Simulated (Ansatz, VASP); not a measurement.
**Ta8C8F: VASP beside Ansatz**

```
Ta C F
1.0
     0.00000    4.45400    4.45400
     4.45400    0.00000    4.45400
     4.45400    4.45400    0.00000
Ta C F
8 8 1
Direct
  0.99836 0.99761 0.99948
  0.99836 0.99761 0.50465
  0.99828 0.50290 0.99947
  0.02851 0.48926 0.49117
  0.50358 0.99761 0.99946
  0.49005 0.02781 0.49112
  0.48996 0.48927 0.02974
  0.48996 0.48927 0.49115
  0.24856 0.24785 0.24974
  0.24856 0.24785 0.75395
  0.24856 0.75208 0.24973
  0.21719 0.75971 0.76160
  0.75278 0.24786 0.24974
  0.76044 0.21650 0.76158
  0.76041 0.75971 0.21841
  0.76042 0.75971 0.76158
  0.62457 0.62394 0.62580
```

Alike in both runs: functional PBE; k mesh 2 × 2 × 2; occupations fermi-dirac, width 0.1 eV; no spin polarisation.

Ansatz relaxed the structure, and its values are those at the end. VASP's run is a single point on that final structure, the one shown.

```csv
,VASP,Ansatz
version,VASP 6.6.1,Ansatz 0.2.0
potentials or method,"VASP PAW PBE potentials, release 64 (Ta_sv_GW, C, F), cutoff 520 eV","scalar-relativistic, plane waves, PAW"
valence electrons in the cell,143,143
```

|  | VASP | Ansatz | Ansatz less VASP |
| --- | --- | --- | --- |
| rms of the force components (eV/Å) | 0.018 | 0.022 | +0.0040 |

The k mesh is coarse, so the values compare programs but aren't converged. Spin-orbit coupling is off throughout.
